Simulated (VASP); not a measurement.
Crystal: SnSe2.

```
Sn Se
1.0
     3.82557    0.00000    0.00000
    -1.91279    3.31304    0.00000
     0.00000    0.00000    6.72832
Sn Se
1 2
Direct
  0.00000 0.00000 0.00000
  0.33333 0.66667 0.23487
  0.66667 0.33333 0.76513
```

- Program: VASP 6.6.1
- Task: relaxation of shape and atoms at fixed volume
- Functional: PBE
- Potentials or basis: VASP PAW PBE potentials, release 64 (Sn_d, Se)
- Cutoff: 600 eV
- k mesh: 12 × 12 × 4
- Occupations: gaussian, width 0.02 eV
- Spin: no spin polarisation

At the start: pressure 2.1 GPa; volume 28.43 Å³/atom.

How do energy, volume and symmetry change on relaxing?

Over 6 steps the energy falls by 5.1 meV/atom; space group P-3m1 (No. 164, to 0.1 Å) before and after.

The path:
| step | energy change (eV) | largest force (eV/Å) | pressure (GPa) | volume (Å³) |
| --- | --- | --- | --- | --- |
| 1 | 0.0000 | 0.2832 | 2.09 | 85.28 |
| 2 | -0.0064 | 0.1635 | 1.62 | 85.28 |
| 3 | -0.0104 | 0.0720 | 0.69 | 85.28 |
| 4 | -0.0144 | 0.0589 | 0.36 | 85.28 |
| 5 | -0.0151 | 0.0519 | 0.17 | 85.28 |
| 6 | -0.0154 | 0.0072 | 0.33 | 85.28 |

Final structure:
```cif
data_structure
_symmetry_space_group_name_H-M 'P 1'
_symmetry_Int_Tables_number 1
_cell_length_a 3.8677
_cell_length_b 3.8677
_cell_length_c 6.5825
_cell_angle_alpha 90.000
_cell_angle_beta 90.000
_cell_angle_gamma 120.000
_cell_volume 85.28
loop_
_atom_site_label
_atom_site_type_symbol
_atom_site_fract_x
_atom_site_fract_y
_atom_site_fract_z
_atom_site_occupancy
Sn1 Sn 0.00000 0.00000 0.00000 1
Se1 Se 0.33333 0.66667 0.24256 1
Se2 Se 0.66667 0.33333 0.75744 1
```

Caveat: this functional lacks dispersion, which binds the layers, so the pressure and a relaxed spacing across them are unreliable.
